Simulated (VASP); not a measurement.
# NaMo3 (Pm-3n) in VASP: single point with PBE

Aim: the single point of NaMo3 with PBE.

Program: VASP 6.6.1. These are calculated values, not measurements. Logs are shortened: lines on timing, memory, paths and dates and some standing lists are left out, and cuts for length are marked.

### Step 1. The cell of the first run

Symmetry: Pm-3n, No. 223, cubic system. The conventional cell has a = 5.181 Å, b = 5.181 Å, c = 5.181 Å, α = 90.00°, β = 90.00°, γ = 90.00°. Within 3.4 Å of Mo (site symmetry -4m2) lie 10 Mo at 2.59 to 3.17 Å and 4 Na at 2.90 Å. Na (site symmetry m-3) has 12 Mo at 2.90 Å within 3.8 Å.

### Step 2. Single point, PBE

POSCAR reads:

```
NaMo3
1.0
    5.1813794000      0.0000000000      0.0000000000
    0.0000000000      5.1813794000      0.0000000000
    0.0000000000      0.0000000000      5.1813794000
Mo Na
6 2
Direct
    0.2500000000      0.0000000000      0.5000000000
    0.5000000000      0.7500000000      0.0000000000
    0.7500000000      0.0000000000      0.5000000000
    0.5000000000      0.2500000000      0.0000000000
    0.0000000000      0.5000000000      0.7500000000
    0.0000000000      0.5000000000      0.2500000000
    0.0000000000      0.0000000000      0.0000000000
    0.5000000000      0.5000000000      0.5000000000
```

INCAR.step1 reads:

```
SYSTEM = NaMo3
ALGO = Normal ; EDIFF = 1E-6
ENCUT = 520 ; GGA = PE
ISIF = 2 ; ISMEAR = -1
LASPH = .TRUE. ; LCHARG = .TRUE.
LMAXMIX = 4 ; LREAL = .FALSE.
LWAVE = .FALSE. ; NBANDS = 59
NELM = 100 ; PREC = Accurate
SIGMA = 0.0178
```

KPOINTS.step1 reads:

```
k-points
0
G
  7 7 7
  0 0 0
```

INCAR.step2 reads:

```
SYSTEM = NaMo3
ALGO = Normal ; EDIFF = 1E-6
ENCUT = 520 ; GGA = PE
ICHARG = 11 ; ISIF = 2
ISMEAR = -5 ; LASPH = .TRUE.
LCHARG = .FALSE. ; LMAXMIX = 4
LORBIT = 11 ; LREAL = .FALSE.
LWAVE = .FALSE. ; NBANDS = 59
NEDOS = 1001 ; NELM = 100
PREC = Accurate ; SIGMA = 0.0178
```

KPOINTS.step2 reads:

```
k-points
0
G
  11 11 11
  0 0 0
```

Potentials or basis: VASP PAW PBE potentials, release 64 (Mo_sv, Na_pv).

Command:

```sh
$ cat potpaw_PBE.64/Mo_sv/POTCAR potpaw_PBE.64/Na_pv/POTCAR > POTCAR
$ cp INCAR.step1 INCAR
$ cp KPOINTS.step1 KPOINTS
$ mpirun -np 1 vasp_std > vasp.out
$ cp INCAR.step2 INCAR
$ cp KPOINTS.step2 KPOINTS
$ mpirun -np 1 vasp_std > vasp.out
```

OUTCAR:

```text
SYSTEM = NaMo3
   EDIFF = 1E-6
   ENCUT = 520
   GGA = PE
   ICHARG = 11
   ISIF = 2
   ISMEAR = -5
   LASPH = .TRUE.
   LORBIT = 11
   LREAL = .FALSE.
   NELM = 100
   PREC = Accurate

 ion  position               nearest neighbor table
   1  0.250  0.000  0.500-   3 2.59   3 2.59   8 2.90   7 2.90   8 2.90   7 2.90   4 3.17   2 3.17
                             4 3.17   5 3.17   5 3.17   6 3.17   6 3.17   2 3.17
   2  0.500  0.750  0.000-   4 2.59   4 2.59   8 2.90   8 2.90   7 2.90   7 2.90   1 3.17   1 3.17
                             3 3.17   5 3.17   6 3.17   5 3.17   6 3.17   3 3.17
   3  0.750  0.000  0.500-   1 2.59   1 2.59   8 2.90   7 2.90   8 2.90   7 2.90   4 3.17   2 3.17
                             4 3.17   5 3.17   5 3.17   6 3.17   6 3.17   2 3.17
   4  0.500  0.250  0.000-   2 2.59   2 2.59   8 2.90   8 2.90   7 2.90   7 2.90   3 3.17   1 3.17
                             3 3.17   5 3.17   6 3.17   5 3.17   6 3.17   1 3.17
   5  0.000  0.500  0.750-   6 2.59   6 2.59   8 2.90   7 2.90   7 2.90   8 2.90   3 3.17   4 3.17
                             1 3.17   3 3.17   1 3.17   2 3.17   4 3.17   2 3.17
   6  0.000  0.500  0.250-   5 2.59   5 2.59   8 2.90   7 2.90   7 2.90   8 2.90   3 3.17   4 3.17
                             1 3.17   3 3.17   1 3.17   2 3.17   4 3.17   2 3.17
   7  0.000  0.000  0.000-   1 2.90   2 2.90   3 2.90   4 2.90   5 2.90   6 2.90   1 2.90   3 2.90
                             5 2.90   6 2.90   2 2.90   4 2.90
   8  0.500  0.500  0.500-   1 2.90   2 2.90   3 2.90   4 2.90   5 2.90   6 2.90   2 2.90   4 2.90
                             1 2.90   3 2.90   5 2.90   6 2.90

  LATTYP: Found a simple cubic cell.
 ALAT       =     5.1813794000

  Lattice vectors:

 A1 = (   5.1813794000,   0.0000000000,   0.0000000000)
 A2 = (   0.0000000000,   5.1813794000,   0.0000000000)
 A3 = (   0.0000000000,   0.0000000000,   5.1813794000)

Analysis of symmetry for initial positions (statically):
=====================================================================
 Subroutine PRICEL returns:
 Original cell was already a primitive cell.

 Routine SETGRP: Setting up the symmetry group for a
 simple cubic supercell.

 Subroutine GETGRP returns: Found 48 space group operations
 (whereof 24 operations were pure point group operations)
 out of a pool of 48 trial point group operations.

The static configuration has the point symmetry T_h .
 The point group associated with its full space group is O_h .

Analysis of symmetry for dynamics (positions and initial velocities):
=====================================================================
 Subroutine PRICEL returns:
 Original cell was already a primitive cell.

 Routine SETGRP: Setting up the symmetry group for a
 simple cubic supercell.

 Subroutine GETGRP returns: Found 48 space group operations
 (whereof 24 operations were pure point group operations)
 out of a pool of 48 trial point group operations.

The dynamic configuration has the point symmetry T_h .
 The point group associated with its full space group is O_h .

 Subroutine INISYM returns: Found 48 space group operations
 (whereof 24 operations are pure point group operations),
 and found     1 'primitive' translations

----------------------------------------------------------------------------------------

                                     Primitive cell

  volume of cell :     139.1029

  direct lattice vectors                    reciprocal lattice vectors
     5.181379400  0.000000000  0.000000000     0.192998799  0.000000000  0.000000000
     0.000000000  5.181379400  0.000000000     0.000000000  0.192998799  0.000000000
     0.000000000  0.000000000  5.181379400     0.000000000  0.000000000  0.192998799

  length of vectors
     5.181379400  5.181379400  5.181379400     0.192998799  0.192998799  0.192998799

  position of ions in fractional coordinates (direct lattice)
     0.250000000  0.000000000  0.500000000
     0.500000000  0.750000000  0.000000000
     0.750000000  0.000000000  0.500000000
     0.500000000  0.250000000  0.000000000
     0.000000000  0.500000000  0.750000000
     0.000000000  0.500000000  0.250000000
     0.000000000  0.000000000  0.000000000
     0.500000000  0.500000000  0.500000000

  ion indices of the primitive-cell ions
   primitive index   ion index
                 1           1
                 2           2
                 3           3
                 4           4
                 5           5
                 6           6
                 7           7
                 8           8

----------------------------------------------------------------------------------------

 KPOINTS: k-points

Automatic generation of k-mesh.
 Grid dimensions read from file:
 generate k-points for:   11   11   11

 Generating k-lattice:

  Cartesian coordinates                     Fractional coordinates (reciprocal lattice)
     0.017545345  0.000000000  0.000000000     0.090909091  0.000000000  0.000000000
     0.000000000  0.017545345  0.000000000     0.000000000  0.090909091  0.000000000
     0.000000000  0.000000000  0.017545345     0.000000000  0.000000000  0.090909091

  Length of vectors
     0.017545345  0.017545345  0.017545345

  Shift w.r.t. Gamma in fractional coordinates (k-lattice)
     0.000000000  0.000000000  0.000000000

 TETIRR: Found    651 inequivalent tetrahedra from     7986

 Subroutine IBZKPT returns following result:
 ===========================================

 Found     56 irreducible k-points:

 Following reciprocal coordinates:
            Coordinates               Weight
  0.000000  0.000000  0.000000      1.000000
  0.090909  0.000000  0.000000      6.000000
  0.181818  0.000000  0.000000      6.000000
  0.272727  0.000000  0.000000      6.000000
  0.363636  0.000000  0.000000      6.000000
  0.454545  0.000000  0.000000      6.000000
[... 16 lines left out ...]
  0.181818  0.090909  0.090909     24.000000
  0.272727  0.090909  0.090909     24.000000
 [... further k-points ...]
   k-points           NKPTS =     56   k-points in BZ     NKDIM =     56   number of bands    NBANDS=     59
   number of dos      NEDOS =   1001   number of ions     NIONS =      8
   total plane-waves  NPLWV =  64000
   dimension x,y,z NGX =    40 NGY =   40 NGZ =   40
   dimension x,y,z NGXF=    80 NGYF=   80 NGZF=   80
   ions per type =               6   2
   NGX,Y,Z   is equivalent  to a cutoff of  12.83, 12.83, 12.83 a.u.
   NGXF,Y,Z  is equivalent  to a cutoff of  25.67, 25.67, 25.67 a.u.
 SYSTEM =  NaMo3
   PREC   = accura    normal or accurate (medium, high low for compatibility)
   ISTART =      0    job   : 0-new  1-cont  2-samecut
   ICHARG =     11    charge: 1-file 2-atom 10-const
   ISPIN  =      1    spin polarized calculation?
   LNONCOLLINEAR =      F non collinear calculations
   LSORBIT =      F    spin-orbit coupling
   LASPH  =      T    aspherical Exc in radial PAW
   ENCUT  =  520.0 eV  38.22 Ry    6.18 a.u.   9.63  9.63  9.63*2*pi/ulx,y,z
   NELM   =    100;   NELMIN=  2; NELMDL=  0     # of ELM steps
   EDIFF  = 0.1E-05   stopping-criterion for ELM
   LREAL  =      F    real-space projection
   EDIFFG = 0.1E-04   stopping-criterion for IOM
   NSW    =      0    number of steps for IOM
   IBRION =     -1    ionic relax: 0-MD 1-quasi-New 2-CG
   NFREE  =      0    steps in history (QN), initial steepest desc. (CG)
   ISIF   =      2    stress and relaxation
   ISYM   =      2    0-nonsym 1-usesym 2-fastsym
   POTIM  = 0.5000    time-step for ionic-motion
   TEBEG  =    0.0;   TEEND  =   0.0 temperature during run
   PSTRESS=    0.0 pullay stress
   NELECT =      98.0000    total number of electrons
   NUPDOWN=      -1.0000    fix difference up-down
   EMIN   =  10.00;   EMAX   =-10.00  energy-range for DOS
   EFERMI =   0.00;   METHOD = LEGACY
   ISMEAR =    -5;   SIGMA  =   0.02  broadening in eV -4-tet -1-fermi 0-gaus
   EFERMI_NEDOS =   21; number of points for ismear=-14 and -15
   IALGO  =     38    algorithm
   IMIX   =      4    mixing-type and parameters
     AMIX     =   0.40;   BMIX     =  1.00
     AMIX_MAG =   1.60;   BMIX_MAG =  1.00
  volume/ion in A,a.u.               =      17.39       117.34
  Fermi-wavevector in a.u.,A,eV,Ry     =   1.456705  2.752772 28.871400  2.121988
  Thomas-Fermi vector in A             =   2.573592
   LORBIT       =     11    0 simple, 1 ext, 2 COOP (PROOUT), +10 PAW based schemes
   GGA     = PE    functional components
   LHFCALC =     F    Hartree Fock is set to
   AEXX    =    0.0000 exact exchange contribution
   IVDW    =     0    specifies the selected vdW correction
   LEPSILON=     F    determine dielectric tensor
   LRPA    =     F    only Hartree local field effects (RPA)
 non-spin polarized calculation
 Fermi weights with tetrahedron method with Bloechl corrections
  energy-cutoff  :      520.00
  volume of cell :      139.10
 maximum number of plane-waves:      3783
 NGX is ok and might be reduce to    40

 number of electron      98.0000010 magnetization

 Free energy of the ion-electron system (eV)
  ---------------------------------------------------
  ext. energy  EPLUGINS =         0.00000000
  ---------------------------------------------------
  free energy    TOTEN  =       -60.16971828 eV

  energy without entropy =      -60.16971828  energy(sigma->0) =      -60.16971828

 E-fermi :   8.2443     XC(G=0): -11.8799

 val. band max:        8.2563800574   @ k =   0.4545   0.0909   0.0909
 cond. band min:       8.2288527298   @ k =   0.1818   0.0000   0.0000
 fundamental gap:     -0.0275273276
 Fermi energy:         8.2443249504

 k-point     1 :       0.0000    0.0000    0.0000
  band No.  band energies     occupation
      1     -52.4387      2.00000
      2     -52.3862      2.00000
      3     -52.3862      2.00000
      4     -52.2065      2.00000
      5     -52.2065      2.00000
      6     -52.2065      2.00000
[... 1477 lines left out ...]
     58      10.9418      0.00000
     59      10.9913      0.00000

 [... further k-points ...]
[... 5 lines left out ...]
  --------------------------------------------------------------------------------------
  -------------------------------------------------------------------------------------
  Total       -7.8129499     -7.8129499     -7.8129499     -0.0000000     -0.0000000      0.0000000
  in kB      -89.9890027    -89.9890027    -89.9890027     -0.0000000     -0.0000000      0.0000000
  external PRESSURE =     -89.9890027 kB  Pullay stress =       0.0000000 kB

 VOLUME and BASIS-vectors are now :
 -----------------------------------------------------------------------------
  energy-cutoff  :      520.00
  volume of cell :      139.10
      direct lattice vectors                 reciprocal lattice vectors
     5.181379400  0.000000000  0.000000000     0.192998799  0.000000000  0.000000000
     0.000000000  5.181379400  0.000000000     0.000000000  0.192998799  0.000000000
     0.000000000  0.000000000  5.181379400     0.000000000  0.000000000  0.192998799

 POSITION                                       TOTAL-FORCE (eV/Angst)
 -----------------------------------------------------------------------------------
      1.29534      0.00000      2.59069        -0.000000     -0.000000     -0.000000
      2.59069      3.88603      0.00000         0.000000      0.000000     -0.000000
      3.88603      0.00000      2.59069         0.000000     -0.000000      0.000000
      2.59069      1.29534      0.00000        -0.000000      0.000000      0.000000
      0.00000      2.59069      3.88603        -0.000000      0.000000      0.000000
      0.00000      2.59069      1.29534         0.000000      0.000000      0.000000
      0.00000      0.00000      0.00000        -0.000000      0.000000      0.000000
      2.59069      2.59069      2.59069        -0.000000      0.000000      0.000000
 -----------------------------------------------------------------------------------
    total drift:                                0.000000     -0.000000      0.000000

  FREE ENERGIE OF THE ION-ELECTRON SYSTEM (eV)
  ---------------------------------------------------
  free  energy   TOTEN  =       -60.1697182780 eV

  energy  without entropy=      -60.1697182780  energy(sigma->0) =      -60.16971828

 total charge

# of ion       s       p       d       tot
------------------------------------------
    1        2.339   6.111   3.852  12.303
    2        2.339   6.111   3.852  12.303
    3        2.339   6.111   3.852  12.303
    4        2.339   6.111   3.852  12.303
    5        2.339   6.111   3.852  12.303
    6        2.339   6.111   3.852  12.303
    7        0.172   6.066   0.000   6.238
    8        0.172   6.066   0.000   6.238
--------------------------------------------------
tot         14.379  48.800  23.114  86.293
```

Wall time 13 min (1 thread of Intel Xeon Platinum 8375C at 2.90GHz (Ice Lake), shared host); peak memory 0.45 GiB.

Results:

```
Valence electrons inside the program's atomic spheres : Mo 12.30; Na 6.24
```

Levels at points of the mesh, in eV from the Fermi level:
```
           k point  band 45  band 46  band 47  band 48  band 49  band 50  band 51  band 52  band 53  band 54
(0.00, 0.00, 0.00)    -0.92    -0.61    -0.61    -0.44    -0.44    -0.44     1.63     1.63     1.63     2.39
```
